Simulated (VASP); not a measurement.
Input of a VASP 6.6.1 run:

File INCAR:

```
SYSTEM = NiO
PREC = Accurate
ENCUT = 600
EDIFF = 1E-6
ISMEAR = 0
SIGMA = 0.041
LREAL = .False.
LASPH = .True.
NELM = 200
ALGO = Normal
ISIF = 2
LWAVE = .False.
LCHARG = .False.
ISPIN = 2
MAGMOM = 2 0
LORBIT = 11
LMAXMIX = 4
GGA = PE
NBANDS = 19
GGA_COMPAT = .False.
```

Contents of KPOINTS:

```
regular mesh
0
Gamma
  10 10 10
  0 0 0
```

The input POSCAR:

```
NiO
1.0
    0.0000000000      2.1014501300      2.1014501300
    2.1014501300      0.0000000000      2.1014501300
    2.1014501300      2.1014501300      0.0000000000
Ni O
1 1
Direct
    0.0000000000      0.0000000000      0.0000000000
    0.5000000000      0.5000000000      0.5000000000
```

Potentials or basis: VASP PAW PBE potentials, release 64 (Ni, O).

Command:

```bash
$ cat potpaw_PBE.64/Ni/POTCAR potpaw_PBE.64/O/POTCAR > POTCAR
$ mpirun -np 1 vasp_std > vasp.out
```

Question: What does it give for the net moment?

Answer: 1.78 μB per cell.

Question: Predict the pressure.

Answer: 1.4 GPa.

Question: Estimate the site moments.

Answer: Ni +1.46; O +0.27 μB.

Caveat: a cell with one magnetic atom can't hold antiferromagnetic order, which such compounds often take.
